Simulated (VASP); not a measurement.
Wanted: the native input for a VASP 6.6.1 run.

| Quantity | Value |
| --- | --- |
| Task | single point |
| Functional | LDA |
| Potentials or basis | VASP PAW LDA potentials, release 64 (Ti_sv, Al) |
| Cutoff | 520 eV |
| k mesh | 10 × 10 × 10 |
| Occupations | fermi-dirac, width 0.05 eV |
| Spin | no spin polarisation |
| Dipole correction | no |
| Further INCAR settings | ALGO = Normal; EDIFF = 1e-06; NBANDS = 18 |

The structure of TiAl3 lies in POSCAR:

```
TiAl3
1.0
   -1.9111067713      1.9111067713      4.2806687947
    1.9111067713     -1.9111067713      4.2806687947
    1.9111067713      1.9111067713     -4.2806687947
Ti Al
1 3
Direct
    0.0000000000      0.0000000000      0.0000000000
    0.2500000000      0.7500000000      0.5000000000
    0.7500000000      0.2500000000      0.5000000000
    0.5000000000      0.5000000000      0.0000000000
```

The input as run:

INCAR

```
PREC = Accurate ; ENCUT = 520
EDIFF = 1E-6 ; ISMEAR = -1
SIGMA = 0.05 ; LREAL = F
LASPH = T ; NELM = 60
ALGO = Normal ; ISIF = 2
LWAVE = F ; LCHARG = T
LELF = T ; LVHAR = T
NBANDS = 18
```

KPOINTS

```
regular mesh
0
Gamma
  10 10 10
```

Potentials or basis: VASP PAW LDA potentials, release 64 (Ti_sv, Al).

Command:

```console
$ cat potpaw_LDA.64/Ti_sv/POTCAR potpaw_LDA.64/Al/POTCAR > POTCAR
$ mpirun -np 1 vasp_std > vasp.out
```

It gave:

```yaml
Pressure: -3.4 GPa
```

It took 76 s on 1 thread of Intel(R) Xeon(R) 6975P-C (Granite Rapids), with other jobs on the host, peak memory 0.26 GiB.
